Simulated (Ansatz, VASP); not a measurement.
**Ge in VASP and in Ansatz**

INCAR

```
ALGO = Normal
EDIFF = 1E-6
ENCUT = 500
GGA = PE
GGA_COMPAT = False
ISIF = 2
ISMEAR = 0
LASPH = True
LCHARG = False
LREAL = False
LWAVE = False
NBANDS = 21
NELM = 120
PREC = Accurate
SIGMA = 0.01
```

KPOINTS

```
k-points
0
Gamma
  6 6 6
```

File POSCAR:

```
Ge
1.0
    0.0000000000      2.8289100000      2.8289100000
    2.8289100000      0.0000000000      2.8289100000
    2.8289100000      2.8289100000      0.0000000000
Ge
2
Direct
    0.0000000000      0.0000000000      0.0000000000
    0.2500000000      0.2500000000      0.2500000000
```

Input for Ansatz:

```yaml
crystal:
  lattice:
    - [0.0, 2.82891, 2.82891]
    - [2.82891, 0.0, 2.82891]
    - [2.82891, 2.82891, 0.0]
  atoms:
    - { symbol: Ge, position: [0.0, 0.0, 0.0] }
    - { symbol: Ge, position: [0.25, 0.25, 0.25] }
basis:
  ecutwfc: 500.0
kpoints:
  mp_grid:
    grid: [6, 6, 6]
hamiltonian:
  xc: pbe
scf:
  occupations:
    method: fixed
output:
  stress: true
```

Alike in both runs: task single point; functional PBE; k mesh 6 × 6 × 6; no spin polarisation.

```csv
,VASP,Ansatz
version,VASP 6.6.1,Ansatz 0.2.0
potentials or method,"VASP PAW PBE potentials, release 64 (Ge_d), cutoff 500 eV","plane waves, PAW"
occupations,"gaussian, width 0.01 eV",fixed
valence electrons in the cell,28,28
```

VASP gave:

| Property | Result |
| --- | --- |
| pressure (GPa) | 3.3 |

Q: Which values does Ansatz return?

A: Pressure (GPa): 3.5.
